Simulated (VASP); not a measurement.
Si:

```xyz
4
Lattice="3.8321 0.0000 0.0000 -1.9161 3.3187 0.0000 0.0000 0.0000 6.3412" Properties=species:S:1:pos:R:3 pbc="T T T"
Si    0.0000    2.2125    0.0036
Si    1.9161    1.1062    3.1742
Si    0.0000    2.2125    2.3744
Si    1.9161    1.1062    5.5450
```

This isn't the form of Si at room conditions, which is diamond.

Program: VASP 6.6.1. Alike in all runs: task single point; potentials or basis VASP PAW PBE potentials, release 64 (Si); no spin polarisation; cell as given; cutoff (eV) 520.

Order these runs on this cell by their band gap on the k mesh, lowest first.
A. level r2SCAN; k mesh 12 × 12 × 4; smearing gaussian 0.01 eV
B. level PBE; k mesh 12 × 12 × 4; smearing fermi-dirac 0.02 eV
C. level PBE0; k mesh 6 × 6 × 4; smearing gaussian 0.01 eV; grid for exact exchange (PRECFOCK) Normal; share of exact exchange 0.25

B (0.43 eV), A (0.62 eV), C (1.66 eV).

A k mesh can miss the band edges.
